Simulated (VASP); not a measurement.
Here is a VASP 6.6.1 calculation.

File INCAR:

```
SYSTEM = Rh
ALGO     = Normal         ! electronic algorithm
EDIFF    = 1E-6           ! SCF threshold, eV
ENCUT    = 520            ! plane-wave cutoff, eV
GGA      = PE             ! functional
ISIF     = 2              ! what is computed and relaxed
ISMEAR   = -1             ! smearing method
LASPH    = .True.         ! aspherical terms in the spheres
LCHARG   = .True.         ! write CHGCAR
LELF     = .True.         ! ELF
LREAL    = .False.        ! projectors in reciprocal space
LVHAR    = .True.       
LWAVE    = .False.        ! write WAVECAR
NBANDS   = 22             ! bands
NELM     = 100            ! most SCF steps
PREC     = Accurate       ! precision mode
SIGMA    = 0.08           ! smearing width, eV
```

KPOINTS

```
k-points
0
Gamma
  18 18 18
  0 0 0
```

File POSCAR:

```
Rh
1.0
   -1.9834267191      1.9834267191      1.0917425993
    1.9834267191     -1.9834267191      1.0917425993
    1.9834267191      1.9834267191     -1.0917425993
Rh
2
Direct
   -0.3750000000     -0.1250000000     -0.2500000000
    0.3750000000      0.1250000000      0.2500000000
```

Potentials or basis: VASP PAW PBE potentials, release 64 (Rh_pv).

The run is started by

```sh
$ cat potpaw_PBE.64/Rh_pv/POTCAR > POTCAR
$ mpirun -np 1 vasp_std > vasp.out
```

What does it give for the pressure?

525.8 GPa.

Predict the band gap on the k mesh.

zero (band 15 reaches 25.88 eV, above the bottom of band 16 at 20.83 eV).

Stress tensor (GPa, compression positive):
```
527.39   0.00   0.00
  0.00 527.39   0.00
  0.00   0.00 522.66
```
